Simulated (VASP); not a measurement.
BaF2: single point with r2SCAN

BaF2:

```
Ba F
1.0
     0.00000    3.10005    3.10005
     3.10005    0.00000    3.10005
     3.10005    3.10005    0.00000
Ba F
1 2
Cartesian
  0.0000 0.0000 0.0000
  1.5500 1.5500 1.5500
  4.6501 4.6501 4.6501
```

```yaml
Program: VASP 6.6.1
Task: single point
Functional: r2SCAN
Potentials_or_basis: VASP PAW PBE potentials, release 64 (Ba_sv, F)
Cutoff: 660 eV
k_mesh: 10 × 10 × 10
Occupations: methfessel-paxton, width 0.1 eV
Spin: no spin polarisation
Dipole_correction: no
Further_INCAR_settings: ALGO = Normal; EDIFF = 1e-06; NBANDS = 19
```

```json
{"Pressure": "0.7 GPa", "Band gap on the k mesh": "7.33 eV, indirect (least direct gap 7.42 eV)"}
```

Levels at points of the mesh, in eV from the valence-band top:
```csv
k point,band 8,band 9,band 10,band 11,band 12,band 13,band 14,band 15,band 16,band 17
"(0.00, 0.00, 0.00)",-1.48,-1.48,-0.08,-0.08,-0.08,7.33,9.90,9.90,12.27,12.27
"(0.50, 0.00, 0.00)",-1.08,-0.65,-0.35,-0.16,-0.16,9.85,9.85,9.94,10.11,12.46
"(0.50, 0.50, 0.00)",-0.36,-0.36,-0.32,-0.32,-0.14,7.69,9.84,11.39,12.84,12.84
```

Wall time 9.8 min on 1 thread of Intel Xeon 8259CL, on a shared host, peak memory 0.3 GiB.

Caveat: the PAW data sets were made with another functional, which shifts forces and pressure a little; spin-orbit coupling is left out, which moves the levels of the heavy elements. A k mesh can miss the band edges.
